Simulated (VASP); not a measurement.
Here is a VASP 6.6.1 calculation.

Contents of INCAR:

```
SYSTEM = Be3V
PREC = Accurate
ENCUT = 520
EDIFF = 1E-6
ISMEAR = 0
SIGMA = 0.1
LREAL = .False.
LASPH = .True.
NELM = 150
ALGO = Normal
ISIF = 2
LWAVE = .False.
LCHARG = .True.
ISPIN = 2
MAGMOM = 0 0 0 2
LORBIT = 11
LMAXMIX = 4
GGA = PE
LELF = .True.
LVHAR = .True.
NBANDS = 22
```

Contents of KPOINTS:

```
regular mesh
0
Gamma
  14 14 14
  0 0 0
```

Contents of POSCAR:

```
Be3V
1.0
    0.0000000000      2.6683789050      2.6683789050
    2.6683789050      0.0000000000      2.6683789050
    2.6683789050      2.6683789050      0.0000000000
Be V
3 1
Direct
    0.2500000000      0.2500000000      0.2500000000
    0.7500000000      0.7500000000      0.7500000000
    0.5000000000      0.5000000000      0.5000000000
    0.0000000000      0.0000000000      0.0000000000
```

Potentials or basis: VASP PAW PBE potentials, release 64 (Be, V_sv).

The run is started by

```console
$ cat potpaw_PBE.64/Be/POTCAR potpaw_PBE.64/V_sv/POTCAR > POTCAR
$ mpirun -np 1 vasp_std > vasp.out
```

Task: Predict the net moment.

Result: 0.02 μB per cell.

Task: Estimate the pressure.

Result: -0.8 GPa.

Caveat: the moments typed at the start vanished in this run.
